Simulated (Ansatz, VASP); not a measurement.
# Two plane-wave programs on FeO

```
CELL_PARAMETERS angstrom
3.04886 0.00000 0.00000
1.52159 2.68236 0.00000
0.13820 0.23445 5.26763
ATOMIC_POSITIONS crystal
Fe 0.50000 0.50000 0.00000
Fe 0.50000 0.50000 0.50000
O 0.16376 0.17093 0.25570
O 0.83624 0.82907 0.74430
```

Alike in both runs: task single point; functional PBE; k mesh 10 × 10 × 6; occupations gaussian, width 0.02 eV; no spin polarisation; Hubbard terms Fe d U = 5.3 eV.

|  | VASP | Ansatz |
| --- | --- | --- |
| version | VASP 6.6.1 | Ansatz 0.2.0 |
| potentials or method | VASP PAW PBE potentials, release 64 (Fe, O), cutoff 520 eV | scalar-relativistic, plane waves, PAW |
| valence electrons in the cell | 28 | 44 |

```tsv
	VASP	Ansatz	Ansatz less VASP
gap on the k mesh at the Fermi level (eV)	2.55	2.54	-0.004
least direct gap on the mesh (eV)	2.55	2.54	-0.004
pressure (GPa)	-23.5	-23.5	-0.01
traceless stress, the component that is largest in VASP (GPa)	-1.98	-1.71	+0.266
rms of the force components (eV/Å)	0.118	0.113	-0.0051
```

The programs project onto different local orbitals, so the same U acts differently, and such runs can settle in different states. Atom by atom the forces differ by 0.006 eV/Å (rms over components). VASP's potentials hold 28 valence electrons a cell and Ansatz's 44, so a difference there can come from the potentials and not from the codes.
